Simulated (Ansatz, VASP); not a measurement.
# Au: VASP beside Ansatz

The input INCAR:

```
SYSTEM = Au
ALGO = Normal
EDIFF = 1E-7
ENCUT = 520
GGA = PS
ISIF = 2
ISMEAR = 0
LASPH = .True.
LCHARG = .True.
LELF = .True.
LREAL = .False.
LVHAR = .True.
LWAVE = .False.
NBANDS = 12
NELM = 100
PREC = Accurate
SIGMA = 0.15
```

Contents of KPOINTS:

```
k-points
0
Gamma
  20 20 20
  0 0 0
```

File POSCAR:

```
Au
1.0
   -1.6324099650      1.6324099650      1.7069870700
    1.6324099650     -1.6324099650      1.7069870700
    1.6324099650      1.6324099650     -1.7069870700
Au
1
Direct
    0.0000000000      0.0000000000      0.0000000000
```

Input for Ansatz:

```yaml
crystal:
  lattice:
    - [-1.632409965, 1.632409965, 1.70698707]
    - [1.632409965, -1.632409965, 1.70698707]
    - [1.632409965, 1.632409965, -1.70698707]
  atoms:
    - { symbol: Au, position: [0.0, 0.0, 0.0] }
basis:
  ecutwfc: 420
kpoints:
  mp_grid: { grid: [20, 20, 20] }
hamiltonian:
  xc: pbesol
scf:
  occupations: { method: gaussian, width: 0.15 }
output:
  forces: true
  stress: true
  eigenvalues: true
```

Change from the starting cell: strain -0.015 along x and y, +0.030 along z, atoms carried along.

Alike in both runs: task single point; functional PBEsol; k mesh 20 × 20 × 20; occupations gaussian, width 0.15 eV; no spin polarisation.

```csv
,VASP,Ansatz
version,VASP 6.6.1,Ansatz 0.2.0
potentials or method,"VASP PAW PBE potentials, release 64 (Au), cutoff 520 eV","scalar-relativistic, plane waves, PAW"
valence electrons in the cell,11,19
```

|  | VASP | Ansatz | Ansatz less VASP |
| --- | --- | --- | --- |
| gap on the k mesh at the Fermi level (eV) | none | none | - |
| pressure (GPa) | -9.5 | -9.3 | +0.21 |
| traceless stress, the component that is largest in VASP (GPa) | 0.19 | 0.18 | -0.008 |

VASP's potentials were made for PBE, not for PBEsol. A gap of «none» marks a metal or a gap that the smearing closes. With one functional, cell and mesh, what is left measures potentials, basis and numerics. VASP's potentials hold 11 valence electrons a cell and Ansatz's 19, so a difference there can come from the potentials and not from the codes.

Neither program's run includes spin-orbit coupling.
